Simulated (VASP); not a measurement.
# CuNi2 (P-62m) in VASP: further runs

CuNi2 is run at these levels: PBE; tasks: single point.

Program: VASP 6.6.1. These are calculated values, not measurements. Logs are shortened: lines on timing, memory, paths and dates and some standing lists are left out, and cuts for length are marked.

## 1. The cell of the first run

Symmetry: P-62m, No. 189, hexagonal system. The conventional cell has a = 4.335 Å, b = 4.335 Å, c = 4.137 Å, α = 90.00°, β = 90.00°, γ = 120.00°. Cu (site symmetry -6) has 3 Cu at 2.50 Å and 9 Ni at 2.50 to 2.53 Å within 3.3 Å. Ni (site symmetry -62m) has 6 Cu at 2.50 Å and 6 Ni at 2.51 Å within 3.3 Å. Within 3.2 Å of Ni (site symmetry m2m) lie 8 Ni at 2.46 to 2.52 Å and 4 Cu at 2.53 Å.

## 2. Single point, PBE, collinear spin, ferromagnetic start

Input file INCAR:

```
ALGO     = Fast           # electronic algorithm
EDIFF    = 1E-6           # SCF threshold, eV
ENCUT    = 520            # plane-wave cutoff, eV
GGA      = PE             # functional
ISIF     = 2              # what is computed and relaxed
ISMEAR   = 0              # smearing method
ISPIN    = 2              # spin polarisation
LASPH    = True           # aspherical terms in the spheres
LCHARG   = False          # write CHGCAR
LMAXMIX  = 4              # l up to which the mixer works
LORBIT   = 11             # projections on sites
LREAL    = False          # projectors in reciprocal space
LWAVE    = False          # write WAVECAR
MAGMOM   = 0 0 0.43 0.51 0.51 0.51 # initial moments
NBANDS   = 44             # bands
NELM     = 150            # most SCF steps
PREC     = Accurate       # precision mode
SIGMA    = 0.1            # smearing width, eV
```

Input file KPOINTS:

```
k-points
0
Gamma
  12 12 10
```

Input file POSCAR:

```
CuNi2
1.0
    4.3354707710      0.0000000000      0.0000000000
   -2.1677353855      3.7546278251      0.0000000000
    0.0000000000      0.0000000000      4.1370829000
Cu Ni
2 4
Direct
    0.6666666667      0.3333333333      0.0000000000
    0.3333333333      0.6666666667      0.0000000000
    0.0000000000      0.0000000000      0.0000000000
    0.0000000000      0.3277795000      0.5000000000
    0.6722205000      0.6722205000      0.5000000000
    0.3277795000      0.0000000000      0.5000000000
```

Potentials or basis: VASP PAW PBE potentials, release 64 (Cu, Ni).

Command:

```bash
$ cat potpaw_PBE.64/Cu/POTCAR potpaw_PBE.64/Ni/POTCAR > POTCAR
$ mpirun -np 1 vasp_std > vasp.out
```

OUTCAR:

```text
EDIFF = 1E-6
   ENCUT = 520
   GGA = PE
   ISIF = 2
   ISMEAR = 0
   ISPIN = 2
   LASPH = True
   LORBIT = 11
   LREAL = False
   NELM = 150
   PREC = Accurate

 ion  position               nearest neighbor table
   1  0.667  0.333  0.000-   2 2.50   3 2.50   2 2.50   3 2.50   3 2.50   2 2.50   4 2.53   4 2.53
                             6 2.53   6 2.53   5 2.53   5 2.53
   2  0.333  0.667  0.000-   3 2.50   1 2.50   1 2.50   3 2.50   3 2.50   1 2.50   6 2.53   6 2.53
                             4 2.53   4 2.53   5 2.53   5 2.53
   3  0.000  0.000  0.000-   1 2.50   2 2.50   1 2.50   2 2.50   1 2.50   2 2.50   6 2.51   6 2.51
                             5 2.51   5 2.51   4 2.51   4 2.51
   4  0.000  0.328  0.500-   6 2.46   5 2.46   3 2.51   3 2.51   6 2.52   5 2.52   5 2.52   6 2.52
                             1 2.53   1 2.53   2 2.53   2 2.53
   5  0.672  0.672  0.500-   6 2.46   4 2.46   3 2.51   3 2.51   6 2.52   4 2.52   4 2.52   6 2.52
                             2 2.53   2 2.53   1 2.53   1 2.53
   6  0.328  0.000  0.500-   4 2.46   5 2.46   3 2.51   3 2.51   4 2.52   5 2.52   4 2.52   5 2.52
                             2 2.53   2 2.53   1 2.53   1 2.53

  LATTYP: Found a hexagonal cell.
 ALAT       =     4.3354707710
 C/A-ratio  =     0.9542407546

  Lattice vectors:

 A1 = (   4.3354707710,   0.0000000000,   0.0000000000)
 A2 = (  -2.1677353855,   3.7546278251,   0.0000000000)
 A3 = (   0.0000000000,   0.0000000000,   4.1370829000)

Analysis of symmetry for initial positions (statically):
=====================================================================
 Subroutine PRICEL returns:
 Original cell was already a primitive cell.

 Routine SETGRP: Setting up the symmetry group for a
 hexagonal supercell.

 Subroutine GETGRP returns: Found 12 space group operations
 (whereof 12 operations were pure point group operations)
 out of a pool of 24 trial point group operations.

The static configuration has the point symmetry D_3h.

Analysis of symmetry for dynamics (positions and initial velocities):
=====================================================================
 Subroutine PRICEL returns:
 Original cell was already a primitive cell.

 Routine SETGRP: Setting up the symmetry group for a
 hexagonal supercell.

 Subroutine GETGRP returns: Found 12 space group operations
 (whereof 12 operations were pure point group operations)
 out of a pool of 24 trial point group operations.

The dynamic configuration has the point symmetry D_3h.

Analysis of structural, dynamic, and magnetic symmetry:
=====================================================================
 Subroutine PRICEL returns:
 Original cell was already a primitive cell.

 Routine SETGRP: Setting up the symmetry group for a
 hexagonal supercell.

 Subroutine GETGRP returns: Found 12 space group operations
 (whereof 12 operations were pure point group operations)
 out of a pool of 24 trial point group operations.

The overall configuration has the point symmetry D_3h.

 Subroutine INISYM returns: Found 12 space group operations
 (whereof 12 operations are pure point group operations),
 and found     1 'primitive' translations

----------------------------------------------------------------------------------------

                                     Primitive cell

  volume of cell :      67.3438

  direct lattice vectors                    reciprocal lattice vectors
     4.335470771  0.000000000  0.000000000     0.230655459  0.133168991  0.000000000
    -2.167735385  3.754627825  0.000000000     0.000000000  0.266337983  0.000000000
     0.000000000  0.000000000  4.137082900     0.000000000  0.000000000  0.241716210

  length of vectors
     4.335470771  4.335470771  4.137082900     0.266337983  0.266337983  0.241716210

  position of ions in fractional coordinates (direct lattice)
     0.666666667  0.333333333  0.000000000
     0.333333333  0.666666667  0.000000000
     0.000000000  0.000000000  0.000000000
     0.000000000  0.327779500  0.500000000
     0.672220500  0.672220500  0.500000000
     0.327779500  0.000000000  0.500000000

  ion indices of the primitive-cell ions
   primitive index   ion index
                 1           1
                 2           2
                 3           3
                 4           4
                 5           5
                 6           6
[... 31 lines left out ...]
  0.166667 -0.000000  0.000000      6.000000
  0.250000 -0.000000  0.000000      6.000000
  0.333333 -0.000000  0.000000      6.000000
  0.416667 -0.000000  0.000000      6.000000
[... 16 lines left out ...]
  0.250000 -0.000000  0.100000     12.000000
  0.333333 -0.000000  0.100000     12.000000
 [... further k-points ...]
   k-points           NKPTS =    114   k-points in BZ     NKDIM =    114   number of bands    NBANDS=     44
   number of dos      NEDOS =    301   number of ions     NIONS =      6
   total plane-waves  NPLWV =  32768
   dimension x,y,z NGX =    32 NGY =   32 NGZ =   32
   dimension x,y,z NGXF=    64 NGYF=   64 NGZF=   64
   ions per type =               2   4
   NGX,Y,Z   is equivalent  to a cutoff of  12.27, 12.27, 12.86 a.u.
   NGXF,Y,Z  is equivalent  to a cutoff of  24.54, 24.54, 25.72 a.u.
 SYSTEM =  unknown system
   PREC   = accura    normal or accurate (medium, high low for compatibility)
   ISTART =      0    job   : 0-new  1-cont  2-samecut
   ICHARG =      2    charge: 1-file 2-atom 10-const
   ISPIN  =      2    spin polarized calculation?
   LNONCOLLINEAR =      F non collinear calculations
   LSORBIT =      F    spin-orbit coupling
   LASPH  =      T    aspherical Exc in radial PAW
   ENCUT  =  520.0 eV  38.22 Ry    6.18 a.u.   8.06  8.06  7.69*2*pi/ulx,y,z
   NELM   =    150;   NELMIN=  2; NELMDL= -5     # of ELM steps
   EDIFF  = 0.1E-05   stopping-criterion for ELM
   LREAL  =      F    real-space projection
[... 7 lines left out ...]
   TEBEG  =    0.0;   TEEND  =   0.0 temperature during run
   PSTRESS=    0.0 pullay stress
   NELECT =      62.0000    total number of electrons
   NUPDOWN=      -1.0000    fix difference up-down
   EMIN   =  10.00;   EMAX   =-10.00  energy-range for DOS
   EFERMI =   0.00;   METHOD = LEGACY
   ISMEAR =     0;   SIGMA  =   0.10  broadening in eV -4-tet -1-fermi 0-gaus
   EFERMI_NEDOS =   21; number of points for ismear=-14 and -15
   IALGO  =     68    algorithm
   IMIX   =      4    mixing-type and parameters
     AMIX     =   0.40;   BMIX     =  1.00
     AMIX_MAG =   1.60;   BMIX_MAG =  1.00
  volume/ion in A,a.u.               =      11.22        75.74
  Fermi-wavevector in a.u.,A,eV,Ry     =   1.592598  3.009575 34.509403  2.536370
  Thomas-Fermi vector in A             =   2.690959
   LORBIT       =     11    0 simple, 1 ext, 2 COOP (PROOUT), +10 PAW based schemes
   GGA     = PE    functional components
   LHFCALC =     F    Hartree Fock is set to
   AEXX    =    0.0000 exact exchange contribution
   IVDW    =     0    specifies the selected vdW correction
   LEPSILON=     F    determine dielectric tensor
   LRPA    =     F    only Hartree local field effects (RPA)
 spin polarized calculation
 RMM-DIIS sequential band-by-band and
 Gauss-broadening in eV      SIGMA  =   0.10
  energy-cutoff  :      520.00
  volume of cell :       67.34
 maximum number of plane-waves:      1827
   NGX = 17   NGY = 17   NGZ = 15

 number of electron      61.9999959 magnetization       1.6498023

 Free energy of the ion-electron system (eV)
  ---------------------------------------------------
  ext. energy  EPLUGINS =         0.00000000
  ---------------------------------------------------
  free energy    TOTEN  =       -29.06846889 eV

  energy without entropy =      -29.02061407  energy(sigma->0) =      -29.04454148

 E-fermi :   8.4991     XC(G=0): -13.0479

 val. band max:        8.4964196844   @ k =   0.2500   0.2500   0.4000
 cond. band min:       8.4992900856   @ k =   0.1667   0.0833   0.4000
 fundamental gap:      0.0028704011
 Fermi energy:         8.4990647742

 spin component 1

 k-point     1 :       0.0000    0.0000    0.0000
  band No.  band energies     occupation
      1      -0.4137      1.00000
      2       3.8462      1.00000
      3       4.8364      1.00000
      4       4.8364      1.00000
      5       4.9283      1.00000
      6       4.9283      1.00000
[... 1093 lines left out ...]
     42      18.4291      0.00000
     43      20.4920      0.00000

 [... further k-points ...]

 spin component 2

 k-point     1 :       0.0000    0.0000    0.0000
  band No.  band energies     occupation
      1      -0.4372      1.00000
      2       3.9749      1.00000
      3       4.9616      1.00000
      4       4.9616      1.00000
      5       5.0163      1.00000
      6       5.0163      1.00000
[... 1093 lines left out ...]
     42      18.4887      0.00000
     43      20.5266      0.00000

 [... further k-points ...]

 [bands above 43 left out]

------------------------ aborting loop because EDIFF is reached ----------------------------------------

  FORCE on cell =-STRESS in cart. coord.  units (eV):
  Direction    XX          YY          ZZ          XY          YZ          ZX
  --------------------------------------------------------------------------------------
  -------------------------------------------------------------------------------------
  Total        0.0852180      0.0852180      0.0734647      0.0000000     -0.0000000      0.0000000
  in kB        2.0274247      2.0274247      1.7478017      0.0000000     -0.0000000      0.0000000
  external PRESSURE =       1.9342170 kB  Pullay stress =       0.0000000 kB

 VOLUME and BASIS-vectors are now :
 -----------------------------------------------------------------------------
  energy-cutoff  :      520.00
  volume of cell :       67.34
      direct lattice vectors                 reciprocal lattice vectors
     4.335470771  0.000000000  0.000000000     0.230655459  0.133168991  0.000000000
    -2.167735385  3.754627825  0.000000000     0.000000000  0.266337983  0.000000000
     0.000000000  0.000000000  4.137082900     0.000000000  0.000000000  0.241716210

 POSITION                                       TOTAL-FORCE (eV/Angst)
 -----------------------------------------------------------------------------------
      2.16774      1.25154      0.00000         0.000000      0.000000      0.000000
     -0.00000      2.50309      0.00000        -0.000000      0.000000      0.000000
      0.00000      0.00000      0.00000         0.000000      0.000000      0.000000
     -0.71054      1.23069      2.06854         0.002269     -0.003931     -0.000000
      1.45720      2.52394      2.06854         0.002269      0.003931      0.000000
      1.42108      0.00000      2.06854        -0.004539      0.000000      0.000000
 -----------------------------------------------------------------------------------
    total drift:                                0.000000      0.000001      0.000000

  FREE ENERGIE OF THE ION-ELECTRON SYSTEM (eV)
  ---------------------------------------------------
  free  energy   TOTEN  =       -29.0684688865 eV

  energy  without entropy=      -29.0206140671  energy(sigma->0) =      -29.04454148

 total charge

# of ion       s       p       d       tot
------------------------------------------
    1        0.464   0.419   9.165  10.048
    2        0.464   0.419   9.165  10.048
    3        0.470   0.456   8.358   9.284
    4        0.480   0.457   8.334   9.271
    5        0.480   0.457   8.334   9.271
    6        0.480   0.457   8.334   9.271
--------------------------------------------------
tot          2.838   2.665  51.690  57.193

 magnetization (x)

# of ion       s       p       d       tot
------------------------------------------
    1       -0.003  -0.012   0.017   0.002
    2       -0.003  -0.012   0.017   0.002
    3       -0.002  -0.011   0.371   0.358
    4       -0.004  -0.013   0.464   0.447
    5       -0.004  -0.013   0.464   0.447
    6       -0.004  -0.013   0.464   0.447
--------------------------------------------------
tot         -0.020  -0.075   1.797   1.702
```

Wall time 17 min (1 thread of Oxide Virtual Turin-like, shared host); peak memory 0.51 GiB.

What came out:

| Item | Value |
| --- | --- |
| Free energy | -29.0685 eV |
| Pressure | 0.2 GPa |
| Largest force | 0.005 eV/Å |
| Net moment | 1.65 μB per cell |
| Site moments | Cu +0.00; Ni +0.36, +0.45 (each value once) μB |
| Valence electrons inside the program's atomic spheres | Cu 10.05; Ni 9.28, 9.27 (each value once) |

Forces in eV/Å, atoms in the order of the input:
```
Cu   0.000  0.000  0.000
Cu   0.000  0.000  0.000
Ni   0.000  0.000  0.000
Ni   0.002 -0.004  0.000
Ni   0.002  0.004  0.000
Ni  -0.005  0.000  0.000
```

## 3. Single point, PBE, collinear spin, ferromagnetic start

Input file INCAR:

```
SYSTEM = CuNi2
PREC     = Accurate       ! precision mode
ENCUT    = 520            ! plane-wave cutoff, eV
EDIFF    = 1E-6           ! SCF threshold, eV
ISMEAR   = 0              ! smearing method
SIGMA    = 0.1            ! smearing width, eV
LREAL    = .False.        ! projectors in reciprocal space
LASPH    = .True.         ! aspherical terms in the spheres
NELM     = 150            ! most SCF steps
ALGO     = Normal         ! electronic algorithm
ISIF     = 2              ! what is computed and relaxed
LWAVE    = .False.        ! write WAVECAR
LCHARG   = .False.        ! write CHGCAR
ISPIN    = 2              ! spin polarisation
MAGMOM   = 0 0 0.5 0.5 0.5 0.5 ! initial moments
LORBIT   = 11             ! projections on sites
LMAXMIX  = 4              ! l up to which the mixer works
GGA      = PE             ! functional
NBANDS   = 44             ! bands
```

Input file KPOINTS:

```
Automatic mesh
0
Gamma
  6 6 4
  0 0 0
```

Input file POSCAR:

```
CuNi2
1.0
    4.3354708000      0.0000000000      0.0000000000
   -2.1677354000      3.7546278000      0.0000000000
    0.0000000000      0.0000000000      4.1370829000
Cu Ni
2 4
Direct
    0.6666667000      0.3333333000      0.0000000000
    0.3333333000      0.6666667000      0.0000000000
    0.0000000000      0.0000000000      0.0000000000
    0.0000000000      0.3277795000      0.5000000000
    0.6722205000      0.6722205000      0.5000000000
    0.3277795000      0.0000000000      0.5000000000
```

Potentials or basis: VASP PAW PBE potentials, release 64 (Cu, Ni).

Command:

```bash
$ cat potpaw_PBE.64/Cu/POTCAR potpaw_PBE.64/Ni/POTCAR > POTCAR
$ mpirun -np 1 vasp_std > vasp.out
```

OUTCAR:

```text
SYSTEM = CuNi2
   PREC = Accurate
   ENCUT = 520
   EDIFF = 1E-6
   ISMEAR = 0
   LREAL = .False.
   LASPH = .True.
   NELM = 150
   ISIF = 2
   ISPIN = 2
   LORBIT = 11
   GGA = PE

 ion  position               nearest neighbor table
   1  0.667  0.333  0.000-   2 2.50   3 2.50   2 2.50   3 2.50   3 2.50   2 2.50   4 2.53   4 2.53
                             6 2.53   6 2.53   5 2.53   5 2.53
   2  0.333  0.667  0.000-   1 2.50   3 2.50   1 2.50   3 2.50   3 2.50   1 2.50   6 2.53   6 2.53
                             4 2.53   4 2.53   5 2.53   5 2.53
   3  0.000  0.000  0.000-   1 2.50   2 2.50   2 2.50   1 2.50   1 2.50   2 2.50   4 2.51   5 2.51
[... 2176 lines left out ...]
      2.16774      1.25154      0.00000         0.000000      0.000000      0.000000
     -0.00000      2.50309      0.00000         0.000000      0.000000      0.000000
      0.00000      0.00000      0.00000         0.000000      0.000000      0.000000
     -0.71054      1.23069      2.06854         0.005447     -0.009435     -0.000000
      1.45720      2.52394      2.06854         0.005447      0.009435      0.000000
      1.42108      0.00000      2.06854        -0.010894      0.000000     -0.000000
 -----------------------------------------------------------------------------------
    total drift:                                0.000000      0.000001      0.000000

  FREE ENERGIE OF THE ION-ELECTRON SYSTEM (eV)
  ---------------------------------------------------
  free  energy   TOTEN  =       -29.0670355750 eV

  energy  without entropy=      -29.0190417680  energy(sigma->0) =      -29.04303867

 total charge

# of ion       s       p       d       tot
------------------------------------------
    1        0.463   0.419   9.166  10.048
    2        0.463   0.419   9.166  10.048
    3        0.470   0.456   8.356   9.282
    4        0.480   0.457   8.334   9.271
    5        0.480   0.457   8.334   9.271
    6        0.480   0.457   8.334   9.271
--------------------------------------------------
tot          2.837   2.666  51.690  57.193

 magnetization (x)

# of ion       s       p       d       tot
------------------------------------------
    1       -0.002  -0.012   0.017   0.002
    2       -0.002  -0.012   0.017   0.002
    3       -0.001  -0.011   0.369   0.357
    4       -0.004  -0.014   0.449   0.431
    5       -0.004  -0.014   0.449   0.431
    6       -0.004  -0.014   0.449   0.431
--------------------------------------------------
tot         -0.019  -0.077   1.750   1.654
```

Run time: 2.7 min. Hardware: 1 thread of Oxide Virtual Turin-like, shared host; peak memory 0.22 GiB.

Results:

```yaml
Free_energy: -29.0670 eV
Pressure: 0.0 GPa
Largest_force: 0.011 eV/Å
Net_moment: 1.60 μB per cell
Site_moments: Cu +0.00; Ni +0.36, +0.43 (each value once) μB
Valence_electrons_inside_the_program's_atomic_spheres: Cu 10.05; Ni 9.28, 9.27 (each value once)
```

Forces on the atoms (eV/Å):
```
Cu   0.000  0.000  0.000
Cu   0.000  0.000  0.000
Ni   0.000  0.000  0.000
Ni   0.005 -0.009  0.000
Ni   0.005  0.009  0.000
Ni  -0.011  0.000  0.000
```

Levels at points of the mesh, in eV from the Fermi level:
Spin up:
| k point | band 29 | band 30 | band 31 | band 32 | band 33 | band 34 | band 35 | band 36 |
| --- | --- | --- | --- | --- | --- | --- | --- | --- |
| (0.00, 0.00, 0.00) | -0.67 | -0.48 | -0.48 | -0.45 | 4.19 | 4.19 | 4.65 | 4.80 |
| (0.50, 0.00, 0.00) | -0.62 | -0.47 | -0.42 | -0.24 | 1.09 | 2.85 | 4.63 | 4.75 |
| (0.00, 0.00, 0.50) | -0.64 | -0.47 | -0.44 | -0.44 | 5.09 | 5.09 | 5.38 | 5.51 |
| (0.50, 0.00, 0.50) | -0.53 | -0.41 | -0.24 | -0.11 | -0.03 | -0.02 | 1.27 | 1.48 |
Spin down:
```
           k point  band 28  band 29  band 30  band 31  band 32  band 33
(0.00, 0.00, 0.00)    -0.32    -0.23    -0.23    -0.05    -0.05     4.30
(0.50, 0.00, 0.00)    -0.19    -0.16    -0.06    -0.02     0.31     1.29
(0.00, 0.00, 0.50)    -0.25    -0.25    -0.13     0.09     0.09     5.11
(0.50, 0.00, 0.50)    -0.21    -0.10     0.00     0.17     0.29     0.31
```

Caveat: the k points lie up to 0.38 Å⁻¹ apart.
